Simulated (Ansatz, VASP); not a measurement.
# Two plane-wave programs on Ca

Contents of INCAR:

```
  ALGO = Normal
  EDIFF = 1E-6
  EDIFFG = -0.002
  ENCUT = 600
  GGA = PS
  IBRION = 2
  ISIF = 3
  ISMEAR = -1
  LASPH = T
  LCHARG = F
  LREAL = F
  LWAVE = F
  NELM = 80
  NSW = 100
  PREC = Accurate
  SIGMA = 0.05
```

Contents of KPOINTS:

```
k-points
0
Gamma
  16 16 16
```

The input POSCAR:

```
Ca
1.0
    0.0000000000      2.7942000000      2.7942000000
    2.7942000000      0.0000000000      2.7942000000
    2.7942000000      2.7942000000      0.0000000000
Ca
1
Direct
    0.0000000000      0.0000000000      0.0000000000
```

Input for Ansatz:

```yaml
crystal:
  lattice:
    - [0.0, 2.7942, 2.7942]
    - [2.7942, 0.0, 2.7942]
    - [2.7942, 2.7942, 0.0]
  atoms:
    - { symbol: Ca, position: [0.0, 0.0, 0.0] }
kpoints:
  mp_grid: { grid: [16, 16, 16] }
scf:
  occupations: { method: fermi_dirac, width: 0.05 }
hamiltonian:
  xc: pbesol
  pseudopotentials: { kind: paw }
relax:
  f_tol: 0.002
  max_steps: 80
  cell: {}
output:
  forces: true
  stress: true
```

Alike in both runs: task relaxation of cell and atoms; functional PBEsol; k mesh 16 × 16 × 16; occupations fermi-dirac, width 0.05 eV; no spin polarisation.

|  | VASP | Ansatz |
| --- | --- | --- |
| version | VASP 6.6.1 | Ansatz 0.2.0 |
| potentials or method | VASP PAW PBE potentials, release 64 (Ca_sv) | PAW with Ansatz's default frozen-core files, scalar-relativistic |
| plane-wave cutoff (eV) | 600 | 420 |
| valence electrons in the cell | 10 | 10 |

Ansatz gave:

- relaxed volume (Å³/atom): 40.58
- relaxed cell length with the largest relative difference (Å): 3.857

Question: Estimate VASP's values.

Answer: Relaxed volume (Å³/atom): 40.67; relaxed cell length with the largest relative difference (Å): 3.860.

VASP's potentials were made for PBE, not for PBEsol.
